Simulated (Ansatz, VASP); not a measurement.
Two plane-wave programs on Rh

INCAR

```
  PREC = Accurate
  ENCUT = 520
  EDIFF = 1E-7
  ISMEAR = -1
  SIGMA = 0.2
  LREAL = False
  LASPH = True
  NELM = 60
  ALGO = Normal
  ISIF = 2
  LWAVE = False
  LCHARG = False
  GGA = PE
  NBANDS = 14
```

The input KPOINTS:

```
regular mesh
0
Gamma
  14 14 14
```

Contents of POSCAR:

```
Rh
1.0
    0.0000000000      1.9160595532      1.9160595532
    1.9160595532      0.0000000000      1.9160595532
    1.9160595532      1.9160595532      0.0000000000
Rh
1
Direct
    0.0000000000      0.0000000000      0.0000000000
```

Input for Ansatz:

```yaml
crystal:
  lattice:
    - [0.0, 1.9160595532, 1.9160595532]
    - [1.9160595532, 0.0, 1.9160595532]
    - [1.9160595532, 1.9160595532, 0.0]
  atoms:
    - { symbol: Rh, position: [0.0, 0.0, 0.0] }
hamiltonian:
  xc: pbe
  pseudopotentials:
    kind: paw
    azcp:
      Rh: "pseudopotentials/Rh.paw.azcp"
basis:
  ecutwfc: 420
  fft_grid_basis: typed
kpoints:
  mp_grid: { grid: [14, 14, 14], shift: [0, 0, 0] }
magnetization:
  spin_polarized: false
scf:
  occupations: { method: fermi_dirac, width: 0.2 }
  lower_state_search: "off"
output:
  stress: true
```

Alike in both runs: task single point; functional PBE; k mesh 14 × 14 × 14; occupations fermi-dirac, width 0.2 eV; no spin polarisation.

|  | VASP | Ansatz |
| --- | --- | --- |
| version | VASP 6.6.1 | Ansatz 0.2.0 |
| potentials or method | VASP PAW PBE potentials, release 64 (Rh_pv), cutoff 520 eV | plane waves (420 eV) with PAW, scalar-relativistic |
| valence electrons in the cell | 15 | 17 |

Ansatz gave:

* pressure (GPa): 1.4

Problem. Which values does VASP return?

Solution. Pressure (GPa): 1.5.

VASP's potentials hold 15 valence electrons a cell and Ansatz's 17, so a difference there can come from the potentials and not from the codes.
